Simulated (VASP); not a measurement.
# NdAl2S (P4mm) in VASP: notebook

Runs on NdAl2S. Level: PBE. Tasks: single point, relaxation of cell and atoms.

Program: VASP 6.6.1. These are calculated values, not measurements. Logs are shortened: lines on timing, memory, paths and dates and some standing lists are left out, and cuts for length are marked.

**1. The cell of the first run**

Symmetry: P4mm, No. 99, tetragonal system. The conventional cell has a = 4.724 Å, b = 4.724 Å, c = 3.834 Å, α = 90.00°, β = 90.00°, γ = 90.00°. Nd (site symmetry 4mm) has 4 Al at 2.36 Å within 3.1 Å. Al (site symmetry 2mm) has 2 Nd at 2.36 Å and 2 S at 2.63 Å within 3.1 Å. Within 3.6 Å of S (site symmetry 4mm) lie 8 Al at 2.63 to 3.57 Å and 4 Nd at 3.57 Å.

The cell was generated, and may not be a known phase.

**2. Single point, PBE**

The input, INCAR:

```
SYSTEM = NdAl2S
  ALGO = Normal
  EDIFF = 1E-6
  ENCUT = 500
  GGA = PE
  GGA_COMPAT = .FALSE.
  ISIF = 2
  ISMEAR = 0
  LASPH = .TRUE.
  LCHARG = .FALSE.
  LMAXMIX = 6
  LREAL = .FALSE.
  LWAVE = .FALSE.
  NBANDS = 20
  NELM = 200
  PREC = Accurate
  SIGMA = 0.1
```

The input, KPOINTS:

```
k-points
0
G
  4 4 4
  0 0 0
```

The input, POSCAR:

```
NdAl2S
1.0
    4.7235952400      0.0000000000      0.0000000000
    0.0000000000      4.7235952400      0.0000000000
    0.0000000000      0.0000000000      3.8337749700
Nd Al S
1 2 1
Direct
    0.0000000000      0.0000000000      0.6678819800
    0.5000000000      0.0000000000      0.6925324300
    0.0000000000      0.5000000000      0.6925324300
    0.5000000000      0.5000000000      0.9949246600
```

Potentials or basis: VASP PAW PBE potentials, release 64 (Nd_3, Al, S), 4f in core.

The run is started by

```console
> cat potpaw_PBE.64/Nd_3/POTCAR potpaw_PBE.64/Al/POTCAR potpaw_PBE.64/S/POTCAR > POTCAR
> mpirun -np 1 vasp_std > vasp.out
```

OUTCAR:

```text
SYSTEM = NdAl2S
   EDIFF = 1E-6
   ENCUT = 500
   GGA = PE
   ISIF = 2
   ISMEAR = 0
   LASPH = .TRUE.
   LREAL = .FALSE.
   NELM = 200
   PREC = Accurate

 ion  position               nearest neighbor table
   1  0.000  0.000  0.668-   2 2.36   3 2.36   3 2.36   2 2.36
   2  0.500  0.000  0.693-   1 2.36   1 2.36   4 2.63   4 2.63   3 3.34   3 3.34   3 3.34   3 3.34

   3  0.000  0.500  0.693-   1 2.36   1 2.36   4 2.63   4 2.63   2 3.34   2 3.34   2 3.34   2 3.34

   4  0.500  0.500  0.995-   2 2.63   3 2.63   2 2.63   3 2.63

  LATTYP: Found a simple tetragonal cell.
 ALAT       =     4.7235952400
 C/A-ratio  =     0.8116222443

  Lattice vectors:

 A1 = (   4.7235952400,   0.0000000000,   0.0000000000)
 A2 = (   0.0000000000,   4.7235952400,   0.0000000000)
 A3 = (   0.0000000000,   0.0000000000,   3.8337749700)

Analysis of symmetry for initial positions (statically):
=====================================================================
 Subroutine PRICEL returns:
 Original cell was already a primitive cell.

 Routine SETGRP: Setting up the symmetry group for a
 simple tetragonal supercell.

 Subroutine GETGRP returns: Found  8 space group operations
 (whereof  8 operations were pure point group operations)
 out of a pool of 16 trial point group operations.

The static configuration has the point symmetry C_4v.

Analysis of symmetry for dynamics (positions and initial velocities):
=====================================================================
 Subroutine PRICEL returns:
 Original cell was already a primitive cell.

 Routine SETGRP: Setting up the symmetry group for a
 simple tetragonal supercell.

 Subroutine GETGRP returns: Found  8 space group operations
 (whereof  8 operations were pure point group operations)
 out of a pool of 16 trial point group operations.

The dynamic configuration has the point symmetry C_4v.

 Subroutine INISYM returns: Found  8 space group operations
 (whereof  8 operations are pure point group operations),
 and found     1 'primitive' translations

----------------------------------------------------------------------------------------

                                     Primitive cell

  volume of cell :      85.5405

  direct lattice vectors                    reciprocal lattice vectors
     4.723595240  0.000000000  0.000000000     0.211703152  0.000000000  0.000000000
     0.000000000  4.723595240  0.000000000     0.000000000  0.211703152  0.000000000
     0.000000000  0.000000000  3.833774970     0.000000000  0.000000000  0.260839514

  length of vectors
     4.723595240  4.723595240  3.833774970     0.211703152  0.211703152  0.260839514

  position of ions in fractional coordinates (direct lattice)
     0.000000000  0.000000000  0.667881980
     0.500000000  0.000000000  0.692532430
     0.000000000  0.500000000  0.692532430
     0.500000000  0.500000000  0.994924660

  ion indices of the primitive-cell ions
   primitive index   ion index
                 1           1
                 2           2
                 3           3
                 4           4

----------------------------------------------------------------------------------------

 KPOINTS: k-points

Automatic generation of k-mesh.
 Grid dimensions read from file:
 generate k-points for:    4    4    4

 Generating k-lattice:

  Cartesian coordinates                     Fractional coordinates (reciprocal lattice)
     0.052925788  0.000000000  0.000000000     0.250000000  0.000000000  0.000000000
     0.000000000  0.052925788  0.000000000     0.000000000  0.250000000  0.000000000
     0.000000000  0.000000000  0.065209879     0.000000000  0.000000000  0.250000000

  Length of vectors
     0.052925788  0.052925788  0.065209879

  Shift w.r.t. Gamma in fractional coordinates (k-lattice)
     0.000000000  0.000000000  0.000000000

 Subroutine IBZKPT returns following result:
 ===========================================

 Found     18 irreducible k-points:

 Following reciprocal coordinates:
            Coordinates               Weight
  0.000000  0.000000  0.000000      1.000000
  0.250000  0.000000  0.000000      4.000000
  0.500000  0.000000  0.000000      2.000000
  0.250000  0.250000  0.000000      4.000000
  0.500000  0.250000  0.000000      4.000000
  0.500000  0.500000  0.000000      1.000000
[... 10 lines left out ...]
  0.500000  0.250000  0.500000      4.000000
  0.500000  0.500000  0.500000      1.000000
   k-points           NKPTS =     18   k-points in BZ     NKDIM =     18   number of bands    NBANDS=     20
   number of dos      NEDOS =    301   number of ions     NIONS =      4
   total plane-waves  NPLWV =  36288
   dimension x,y,z NGX =    36 NGY =   36 NGZ =   28
   dimension x,y,z NGXF=    72 NGYF=   72 NGZF=   56
   ions per type =               1   2   1
   NGX,Y,Z   is equivalent  to a cutoff of  12.67, 12.67, 12.14 a.u.
   NGXF,Y,Z  is equivalent  to a cutoff of  25.34, 25.34, 24.28 a.u.
 SYSTEM =  NdAl2S
   PREC   = accura    normal or accurate (medium, high low for compatibility)
   ISTART =      0    job   : 0-new  1-cont  2-samecut
   ICHARG =      2    charge: 1-file 2-atom 10-const
   ISPIN  =      1    spin polarized calculation?
   LNONCOLLINEAR =      F non collinear calculations
   LSORBIT =      F    spin-orbit coupling
   LASPH  =      T    aspherical Exc in radial PAW
   ENCUT  =  500.0 eV  36.75 Ry    6.06 a.u.   8.61  8.61  6.99*2*pi/ulx,y,z
   NELM   =    200;   NELMIN=  2; NELMDL= -5     # of ELM steps
   EDIFF  = 0.1E-05   stopping-criterion for ELM
   LREAL  =      F    real-space projection
   EDIFFG = 0.1E-04   stopping-criterion for IOM
   NSW    =      0    number of steps for IOM
   IBRION =     -1    ionic relax: 0-MD 1-quasi-New 2-CG
   NFREE  =      0    steps in history (QN), initial steepest desc. (CG)
   ISIF   =      2    stress and relaxation
   ISYM   =      2    0-nonsym 1-usesym 2-fastsym
   POTIM  = 0.5000    time-step for ionic-motion
   TEBEG  =    0.0;   TEEND  =   0.0 temperature during run
   PSTRESS=    0.0 pullay stress
   NELECT =      23.0000    total number of electrons
   NUPDOWN=      -1.0000    fix difference up-down
   EMIN   =  10.00;   EMAX   =-10.00  energy-range for DOS
   EFERMI =   0.00;   METHOD = LEGACY
   ISMEAR =     0;   SIGMA  =   0.10  broadening in eV -4-tet -1-fermi 0-gaus
[... 16 lines left out ...]
 Gauss-broadening in eV      SIGMA  =   0.10
  energy-cutoff  :      500.00
  volume of cell :       85.54
 maximum number of plane-waves:      2198
 NGX is ok and might be reduce to    36
   NGX = 17   NGY = 17   NGZ = 13

 number of electron      23.0000003 magnetization

 Free energy of the ion-electron system (eV)
  ---------------------------------------------------
  ext. energy  EPLUGINS =         0.00000000
  ---------------------------------------------------
  free energy    TOTEN  =        -9.28452688 eV

  energy without entropy =       -9.26523521  energy(sigma->0) =       -9.27488104

 E-fermi :   5.5672     XC(G=0):  -9.8368

 val. band max:        5.5393476627   @ k =   0.2500   0.2500   0.2500
 cond. band min:       5.5881611530   @ k =   0.5000   0.5000   0.0000
 fundamental gap:      0.0488134903
 Fermi energy:         5.5672458056

 k-point     1 :       0.0000    0.0000    0.0000
  band No.  band energies     occupation
      1     -31.8917      2.00000
      2     -13.7922      2.00000
      3     -13.7922      2.00000
      4     -12.8008      2.00000
      5      -8.3442      2.00000
      6       0.6118      2.00000
[... 12 lines left out ...]
     19      10.9630      0.00000
     20      11.4382      0.00000

 k-point     2 :       0.2500    0.0000    0.0000
  band No.  band energies     occupation
      1     -31.8875      2.00000
      2     -13.8873      2.00000
      3     -13.7880      2.00000
      4     -12.7976      2.00000
      5      -8.2096      2.00000
      6      -0.9790      2.00000
[... 12 lines left out ...]
     19      11.8011      0.00000
     20      12.1363      0.00000

 k-point     3 :       0.5000    0.0000    0.0000
  band No.  band energies     occupation
      1     -31.8833      2.00000
      2     -13.9788      2.00000
      3     -13.7839      2.00000
      4     -12.7944      2.00000
      5      -8.0709      2.00000
      6      -1.6772      2.00000
[... 12 lines left out ...]
     19      11.5503      0.00000
     20      12.3210      0.00000

 k-point     4 :       0.2500    0.2500    0.0000
  band No.  band energies     occupation
      1     -31.8833      2.00000
      2     -13.8835      2.00000
      3     -13.8725      2.00000
      4     -12.7949      2.00000
      5      -8.1485      2.00000
      6      -0.7834      2.00000
[... 12 lines left out ...]
     19      11.2144      0.00000
     20      12.0628      0.00000

 k-point     5 :       0.5000    0.2500    0.0000
  band No.  band energies     occupation
      1     -31.8791      2.00000
      2     -13.9651      2.00000
      3     -13.8688      2.00000
      4     -12.7923      2.00000
      5      -8.0888      2.00000
      6      -1.1235      2.00000
[... 12 lines left out ...]
     19      11.5627      0.00000
     20      11.6397      0.00000

 k-point     6 :       0.5000    0.5000    0.0000
  band No.  band energies     occupation
      1     -31.8750      2.00000
      2     -13.9512      2.00000
      3     -13.9512      2.00000
      4     -12.7901      2.00000
      5      -8.1071      2.00000
      6      -0.4285      2.00000
[... 12 lines left out ...]
     19      10.7302      0.00000
     20      10.7302      0.00000

 k-point     7 :       0.0000    0.0000    0.2500
  band No.  band energies     occupation
      1     -31.8796      2.00000
      2     -13.7706      2.00000
      3     -13.7706      2.00000
      4     -13.0042      2.00000
      5      -8.1596      2.00000
      6      -0.1662      2.00000
[... 12 lines left out ...]
     19      12.1315      0.00000
     20      12.4186      0.00000
[... 139 lines left out ...]
 k-point    14 :       0.2500    0.0000    0.5000
  band No.  band energies     occupation
      1     -31.8634      2.00000
      2     -13.8343      2.00000
      3     -13.7453      2.00000
      4     -13.1889      2.00000
      5      -7.8899      2.00000
      6      -0.6956      2.00000
[... 12 lines left out ...]
     19      11.2766      0.00000
     20      12.7779      0.00000

 k-point    15 :       0.5000    0.0000    0.5000
  band No.  band energies     occupation
      1     -31.8593      2.00000
      2     -13.9171      2.00000
      3     -13.7419      2.00000
      4     -13.1809      2.00000
      5      -7.8228      2.00000
      6      -0.6523      2.00000
[... 12 lines left out ...]
     19      11.3716      0.00000
     20      11.5865      0.00000

 k-point    16 :       0.2500    0.2500    0.5000
  band No.  band energies     occupation
      1     -31.8593      2.00000
      2     -13.8311      2.00000
      3     -13.8242      2.00000
      4     -13.1823      2.00000
      5      -7.8515      2.00000
      6      -0.2911      2.00000
[... 12 lines left out ...]
     19      11.0302      0.00000
     20      12.3868      0.00000

 k-point    17 :       0.5000    0.2500    0.5000
  band No.  band energies     occupation
      1     -31.8552      2.00000
      2     -13.9076      2.00000
      3     -13.8210      2.00000
      4     -13.1758      2.00000
      5      -7.8137      2.00000
      6      -0.2685      2.00000
[... 12 lines left out ...]
     19      11.8854      0.00000
     20      12.1471      0.00000

 k-point    18 :       0.5000    0.5000    0.5000
  band No.  band energies     occupation
      1     -31.8511      2.00000
      2     -13.8981      2.00000
      3     -13.8981      2.00000
      4     -13.1707      2.00000
      5      -7.8047      2.00000
      6       0.0150      2.00000
[... 12 lines left out ...]
     19      12.1191      0.00000
     20      12.2841      0.00000

------------------------ aborting loop because EDIFF is reached ----------------------------------------

  FORCE on cell =-STRESS in cart. coord.  units (eV):
  Direction    XX          YY          ZZ          XY          YZ          ZX
  --------------------------------------------------------------------------------------
  -------------------------------------------------------------------------------------
  Total       20.1726473     20.1726473     -4.0357938      0.0000000      0.0000000      0.0000000
  in kB      377.8344094    377.8344094    -75.5905624      0.0000000      0.0000000      0.0000000
  external PRESSURE =     226.6927521 kB  Pullay stress =       0.0000000 kB

 VOLUME and BASIS-vectors are now :
 -----------------------------------------------------------------------------
  energy-cutoff  :      500.00
  volume of cell :       85.54
      direct lattice vectors                 reciprocal lattice vectors
     4.723595240  0.000000000  0.000000000     0.211703152  0.000000000  0.000000000
     0.000000000  4.723595240  0.000000000     0.000000000  0.211703152  0.000000000
     0.000000000  0.000000000  3.833774970     0.000000000  0.000000000  0.260839514

 POSITION                                       TOTAL-FORCE (eV/Angst)
 -----------------------------------------------------------------------------------
      0.00000      0.00000      2.56051        -0.000000      0.000000     -0.437458
      2.36180      0.00000      2.65501         0.000000      0.000000      0.244183
      0.00000      2.36180      2.65501        -0.000000      0.000000      0.244183
      2.36180      2.36180      3.81432        -0.000000     -0.000000     -0.050909
 -----------------------------------------------------------------------------------
    total drift:                                0.000000      0.000000      0.000097

  FREE ENERGIE OF THE ION-ELECTRON SYSTEM (eV)
  ---------------------------------------------------
  free  energy   TOTEN  =        -9.2845268777 eV

  energy  without entropy=       -9.2652352063  energy(sigma->0) =       -9.27488104
```

It took 9.3 s on 1 thread of Intel Xeon 6975P-C (Granite Rapids), shared host; peak memory 0.19 GiB.

Results:

```yaml
Free_energy: -9.2845 eV
Pressure: 22.7 GPa
Largest_force: 0.437 eV/Å
Band_gap_on_the_k_mesh: zero (an odd number of electrons rules out a gap without spin polarisation)
```

Forces on the atoms (eV/Å):
```
Nd   0.000  0.000 -0.437
Al   0.000  0.000  0.244
Al   0.000  0.000  0.244
S    0.000  0.000 -0.051
```

Caveat: the k points lie up to 0.41 Å⁻¹ apart, too coarse for converged energies and pressures of a metal; spin-orbit coupling is left out, which moves the levels of the heavy elements; the 4f electrons are frozen in the core, so they carry no moment and show no levels; the run has no spin polarisation, though such a crystal can be magnetic. Spin polarisation is off, so any magnetic state and its effect on volume and gap are missing.

**3. Relaxation of cell and atoms, PBE**

The input, INCAR:

```
SYSTEM = NdAl2S
ALGO = Normal ; EDIFF = 1E-7
EDIFFG = -0.04 ; ENCUT = 500
GGA = PE ; GGA_COMPAT = .False.
IBRION = 2 ; ISIF = 3
ISMEAR = 0 ; LASPH = .True.
LCHARG = .False. ; LMAXMIX = 6
LREAL = .False. ; LWAVE = .False.
NELM = 200 ; NELMIN = 4
NSW = 90 ; PREC = Accurate
SIGMA = 0.1
```

The input, KPOINTS:

```
k-points
0
Gamma
  4 4 4
  0 0 0
```

POSCAR is that of step 2.

Potentials or basis: VASP PAW PBE potentials, release 64 (Nd_3, Al, S), 4f in core.

The run is started by

```console
> cat potpaw_PBE.64/Nd_3/POTCAR potpaw_PBE.64/Al/POTCAR potpaw_PBE.64/S/POTCAR > POTCAR
> mpirun -np 1 vasp_std > vasp.out
```

Run time: 6.9 min. Hardware: 1 thread of Intel Xeon 6975P-C (Granite Rapids), shared host; peak memory 0.22 GiB.

Results (log left out):

| Property | Result |
| --- | --- |
| Free energy | -18.4942 eV |
| Relaxed volume | 21.25 Å³/atom |
| Relaxed cell | a = 4.034 Å, b = 4.034 Å, c = 5.224 Å, α = 90.00°, β = 90.00°, γ = 90.00° |
| Space group after relaxing (to 0.1 Å) | P4/mmm (No. 123) |
| Energy gained by relaxing | 2302.4 meV/atom |
| Ionic steps | 61 |
| Pressure after relaxing | 0.0 GPa |
| Largest force after relaxing | 0.017 eV/Å |
| Band gap on the k mesh | zero (an odd number of electrons rules out a gap without spin polarisation) |

Forces in eV/Å, atoms in the order of the input:
```
Nd   0.000  0.000  0.017
Al   0.000  0.000 -0.014
Al   0.000  0.000 -0.014
S    0.000  0.000  0.011
```

Stress tensor (GPa, compression positive):
```
 0.19  0.00  0.00
 0.00  0.19  0.00
 0.00  0.00 -0.29
```

Step by step:
```
step  energy change (eV)  largest force (eV/Å)  pressure (GPa)  volume (Å³)
   1              0.0000                0.4371           22.67        85.54
   3             -3.9737                0.6674           -2.25       123.25
   5             -5.2780                0.5365            1.39        97.88
   7             -5.2808                0.5330            1.85        96.95
   9             -5.3435                0.5834            0.57        99.62
  11             -5.6047                0.9208           -3.69       108.52
  13             -5.6514                0.9226           -5.10       112.36
  15             -5.8740                0.9950           -5.58       111.76
  17             -6.2821                0.7232           -5.82       108.67
  19             -6.6099                0.2810           -4.46       102.51
  21             -6.7672                0.4482           -0.14        92.64
  23             -6.7856                0.3438           -0.24        92.86
  25             -6.8238                0.7308            1.07        91.69
  27             -6.8624                0.4473            0.40        92.73
  29             -7.3955                0.7390           -0.95        97.67
  31             -7.4283                0.9874           -0.88        99.19
  33             -7.4741                0.8818           -0.93       100.03
  35             -7.6297                0.8874           -0.58        97.70
  37             -7.8114                0.9554           -0.08        94.10
  39             -8.5468                0.6602           -4.07        92.11
  41             -8.8011                1.3468           -3.62        89.50
  43             -9.0357                1.1898            0.97        83.09
  45             -9.0920                0.8996            1.16        82.93
  47             -9.1677                0.2763           -0.12        84.57
  49             -9.1734                0.2542           -0.09        84.47
  51             -9.1849                0.1225            1.01        82.43
  53             -9.1934                0.1123           -0.19        84.12
  55             -9.1981                0.1057           -0.29        84.50
  57             -9.2047                0.1259            0.20        84.68
  59             -9.2076                0.0614           -0.43        85.58
  61             -9.2097                0.0166            0.03        85.00
```

Final structure:
```xyz
4
Lattice="4.0337 0.0000 0.0000 0.0000 4.0337 0.0000 0.0000 0.0000 5.2239" Properties=species:S:1:pos:R:3 pbc="T T T"
Nd    0.0000    0.0000    2.6771
Al    2.0168    0.0000    0.0727
Al    0.0000    2.0168    0.0727
S     2.0168    2.0168    2.6514
```

Levels at points of the mesh, in eV from the Fermi level:
| k point | band 10 | band 11 | band 12 | band 13 | band 14 | band 15 |
| --- | --- | --- | --- | --- | --- | --- |
| (0.00, 0.00, 0.00) | -2.05 | 0.69 | 0.69 | 1.37 | 1.37 | 1.85 |
| (0.50, 0.00, 0.00) | -4.26 | 0.37 | 1.50 | 2.03 | 2.10 | 2.58 |
| (0.50, 0.50, 0.00) | -2.25 | -1.83 | -1.83 | -1.51 | -1.51 | 3.76 |
| (0.00, 0.00, 0.50) | -1.70 | -1.52 | -1.02 | -1.02 | 0.73 | 1.94 |
| (0.50, 0.00, 0.50) | -1.00 | 0.04 | 0.33 | 0.94 | 1.93 | 1.98 |
| (0.50, 0.50, 0.50) | -3.69 | -2.64 | 0.63 | 1.07 | 3.09 | 3.09 |

Caveat: the k points lie up to 0.39 Å⁻¹ apart in the final cell, too coarse for converged energies and pressures of a metal; a cell axis changed by over 15 % at a fixed basis, so the end point is rough; spin-orbit coupling is left out, which moves the levels of the heavy elements; the 4f electrons are frozen in the core, so they carry no moment and show no levels; the run has no spin polarisation, though such a crystal can be magnetic. Spin polarisation is off, so any magnetic state and its effect on volume and gap are missing.

The gap in the log of VASP goes by the Fermi energy; the results here count the filled bands.